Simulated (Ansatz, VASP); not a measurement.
Cs in VASP and in Ansatz

```
CELL_PARAMETERS angstrom
-3.07717 3.07717 3.07717
3.07717 -3.07717 3.07717
3.07717 3.07717 -3.07717
ATOMIC_POSITIONS crystal
Cs 0.00000 0.00000 0.00000
```

Alike in both runs: task single point; functional PBE; k mesh 7 × 7 × 7; occupations methfessel-paxton of order 1, width 0.6 eV; no spin polarisation.

```csv
,VASP,Ansatz
version,VASP 6.6.1,Ansatz 0.2.0
potentials or method,"VASP PAW PBE potentials, release 64 (Cs_sv), cutoff 520 eV","plane waves (420 eV) with PAW, scalar-relativistic"
valence electrons in the cell,9,9
```

|  | VASP | Ansatz | Ansatz less VASP |
| --- | --- | --- | --- |
| pressure (GPa) | 0.0 | 0.0 | +0.01 |

Spin-orbit coupling is off throughout.
